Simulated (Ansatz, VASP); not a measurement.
**Two plane-wave programs on GaP**

POSCAR

```
GaP
1.0
    0.0000000000      2.6708913017      2.6708913017
    2.6708913017      0.0000000000      2.6708913017
    2.6708913017      2.6708913017      0.0000000000
Ga P
1 1
Direct
    0.0000000000      0.0000000000      0.0000000000
    0.2500000000      0.2500000000      0.2500000000
```

INCAR.step1

```
SYSTEM = GaP
ALGO     = Normal         ! electronic algorithm
EDIFF    = 1E-4           ! SCF threshold, eV
ENCUT    = 520            ! plane-wave cutoff, eV
GGA      = PE             ! functional
GGA_COMPAT= .FALSE.      
ISMEAR   = 0              ! smearing method
LASPH    = .TRUE.         ! aspherical terms in the spheres
LCHARG   = .FALSE.        ! write CHGCAR
LNONCOLLINEAR= .TRUE.         ! non-collinear magnetism
LREAL    = .FALSE.        ! projectors in reciprocal space
LSORBIT  = .TRUE.         ! spin-orbit coupling
LWAVE    = .TRUE.         ! write WAVECAR
MAGMOM   = 0 0 0 0 0 0    ! initial moments
NBANDS   = 30             ! bands
NELM     = 150            ! most SCF steps
PREC     = Accurate       ! precision mode
SIGMA    = 0.01           ! smearing width, eV
```

File INCAR.step2:

```
SYSTEM = GaP
ALGO     = Normal         ! electronic algorithm
EDIFF    = 1E-6           ! SCF threshold, eV
ENCUT    = 520            ! plane-wave cutoff, eV
GGA_COMPAT= .FALSE.      
ISIF     = 2              ! what is computed and relaxed
ISMEAR   = 0              ! smearing method
ISTART   = 1            
LASPH    = .TRUE.         ! aspherical terms in the spheres
LCHARG   = .FALSE.        ! write CHGCAR
LMIXTAU  = .TRUE.       
LNONCOLLINEAR= .TRUE.         ! non-collinear magnetism
LORBIT   = 11             ! projections on sites
LORBMOM  = .TRUE.       
LREAL    = .FALSE.        ! projectors in reciprocal space
LSORBIT  = .TRUE.         ! spin-orbit coupling
LWAVE    = .FALSE.        ! write WAVECAR
MAGMOM   = 0 0 0 0 0 0    ! initial moments
METAGGA  = R2SCAN         ! meta-GGA
NBANDS   = 30             ! bands
NELM     = 150            ! most SCF steps
PREC     = Accurate       ! precision mode
SIGMA    = 0.01           ! smearing width, eV
```

Contents of KPOINTS:

```
k-points
0
G
  8 8 8
  0 0 0
```

Input for Ansatz:

```yaml
crystal:
  lattice:
    - [0.0, 2.6708913017, 2.6708913017]
    - [2.6708913017, 0.0, 2.6708913017]
    - [2.6708913017, 2.6708913017, 0.0]
  atoms:
    - { symbol: Ga, position: [0.0, 0.0, 0.0] }
    - { symbol: P, position: [0.25, 0.25, 0.25] }
kpoints:
  mp_grid: { grid: [8, 8, 8] }
  band_path:
    path:
      - [0.0, 0.0, 0.0]
      - [-0.5, -0.5, 0.0]
      - [-0.375, -0.375, 0.25]
      - [-0.375, 0.0, 0.375]
      - [0.0, 0.0, 0.5]
      - [-0.5, -0.25, 0.25]
      - [0.0, 0.429687, 0.429688]
    npoints: 1
hamiltonian:
  xc: r2scan
scf:
  occupations: { method: fixed }
  n_extra_bands: 8
magnetization:
  noncollinear: true
  spin_orbit: true
output:
  forces: true
  stress: true
  eigenvalues: true
  write_density: true
  write_potential: true
  elf: true
  volumetric_format: npy
```

Change from the starting cell: hydrostatic strain -2.0%.

Alike in both runs: task single point; functional r2SCAN; k mesh 8 × 8 × 8; non-collinear spin, spin-orbit coupling.

|  | VASP | Ansatz |
| --- | --- | --- |
| version | VASP 6.6.1 | Ansatz 0.2.0 |
| potentials or method | VASP PAW PBE potentials, release 64 (Ga_d, P) | plane waves, PAW |
| plane-wave cutoff (eV) | 520 | 500 |
| occupations | gaussian, width 0.01 eV | fixed |
| valence electrons in the cell | 18 | 18 |

VASP gave:

- pressure (GPa): 6.0

What did Ansatz give for the same quantities?

Pressure (GPa): 6.1.

VASP's potentials were made for PBE, not for r2SCAN.
